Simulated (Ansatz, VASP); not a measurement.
## Co: VASP beside Ansatz

```
CELL_PARAMETERS angstrom
2.51924 0.00000 0.00000
-1.25962 2.18173 0.00000
0.00000 0.00000 4.06944
ATOMIC_POSITIONS crystal
Co 0.33333 0.66667 0.25000
Co 0.66667 0.33333 0.75000
```

Alike in both runs: task single point; functional RPBE; k mesh 14 × 14 × 8; occupations fermi-dirac, width 0.05 eV; non-collinear spin, spin-orbit coupling.

```csv
,VASP,Ansatz
version,VASP 6.6.1,Ansatz 0.2.0
potentials or method,"VASP PAW PBE potentials, release 64 (Co), cutoff 520 eV","plane waves (420 eV) with PAW, fully relativistic with spin-orbit coupling"
valence electrons in the cell,18,34
```

|  | VASP | Ansatz | Ansatz less VASP |
| --- | --- | --- | --- |
| net moment per atom (μB) | 1.63 | 1.65 | +0.019 |

VASP's potentials were made for PBE, not for RPBE. VASP's potentials hold 18 valence electrons a cell and Ansatz's 34, so a difference there can come from the potentials and not from the codes.
